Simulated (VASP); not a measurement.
Input of a VASP 6.6.1 run:

The input INCAR:

```
SYSTEM = YN
PREC     = Accurate       ! precision mode
ENCUT    = 600            ! plane-wave cutoff, eV
EDIFF    = 1E-6           ! SCF threshold, eV
ISMEAR   = 0              ! smearing method
SIGMA    = 0.01           ! smearing width, eV
LREAL    = .False.        ! projectors in reciprocal space
LASPH    = .True.         ! aspherical terms in the spheres
NELM     = 120            ! most SCF steps
ALGO     = Normal         ! electronic algorithm
ISIF     = 2              ! what is computed and relaxed
LWAVE    = .False.        ! write WAVECAR
LCHARG   = .False.        ! write CHGCAR
GGA      = PE             ! functional
NBANDS   = 15             ! bands
GGA_COMPAT= .False.
```

The input KPOINTS:

```
Automatic mesh
0
Gamma
  8 8 8
  0 0 0
```

Contents of POSCAR:

```
YN
1.0
    0.0000000000      2.4480479768      2.4480479768
    2.4480479768      0.0000000000      2.4480479768
    2.4480479768      2.4480479768      0.0000000000
Y N
1 1
Direct
    0.0000000000      0.0000000000      0.0000000000
    0.5000000000      0.5000000000      0.5000000000
```

Potentials or basis: VASP PAW PBE potentials, release 64 (Y_sv, N).

Launch:

```bash
$ cat potpaw_PBE.64/Y_sv/POTCAR potpaw_PBE.64/N/POTCAR > POTCAR
$ mpirun -np 1 vasp_std > vasp.out
```

**Question.** What does it give for the pressure?

**Answer.** 0.8 GPa.

**Question.** Predict the band gap on the k mesh.

**Answer.** 0.19 eV, indirect (least direct gap 0.59 eV).

A k mesh can miss the band edges.
